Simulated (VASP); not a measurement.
## Co2SiS2: single point with PBE

Co2SiS2:

```
CELL_PARAMETERS angstrom
0.00000 3.53514 0.00000
3.53514 0.00000 0.00000
1.76757 1.76757 -6.26102
ATOMIC_POSITIONS crystal
Si 0.00000 0.00000 0.00000
Co 0.75000 0.25000 0.50000
Co 0.25000 0.75000 0.50000
S 0.35566 0.35566 0.28868
S 0.64434 0.64434 0.71132
```

| Quantity | Value |
| --- | --- |
| Program | VASP 6.6.1 |
| Task | single point |
| Functional | PBE |
| Potentials or basis | VASP PAW PBE potentials, release 64 (Si, Co, S) |
| Cutoff | 520 eV |
| k mesh | 5 × 5 × 5 |
| Occupations | fermi-dirac, width 0.1 eV |
| Spin | non-collinear spin, typed start, spin-orbit coupling |
| Starting moments | [[0.0, 0.0, 0.0], [0.787, 0.787, -2.786], [0.787, 0.787, -2.786], [0.0, 0.0, 0.0], [0.0, 0.0, 0.0]] μB |
| Dipole correction | no |
| Further INCAR settings | ALGO = Normal; EDIFF = 1e-07; NBANDS = 49 |

- Pressure: -2.2 GPa
- Largest force: 0.012 eV/Å
- Net moment: 0.05 μB per cell
- Valence electrons inside the program's atomic spheres: Si 1.44; Co 8.51; S 3.62

Forces in eV/Å, atoms in the order of the input:
```
Si   0.000  0.000  0.000
Co   0.000  0.000  0.000
Co   0.000  0.000  0.000
S    0.000  0.000 -0.012
S    0.000  0.000  0.012
```

Stress tensor (GPa, compression positive):
```
-2.10  0.00  0.00
 0.00 -2.10  0.00
 0.00  0.00 -2.32
```

Moments on the atoms (μB; x, y, z):
```
Si   0.00  0.00  0.00
Co   0.01  0.01 -0.02
Co   0.01  0.01 -0.02
S    0.00  0.00  0.00
S    0.00  0.00  0.00
```

Run time: 14 min on 1 thread of Intel(R) Xeon(R) Platinum 8259CL CPU @ 2.50GHz (Skylake/Cascade Lake) (shared host), peak memory 0.55 GiB.

Caveat: the k points lie up to 0.37 Å⁻¹ apart.
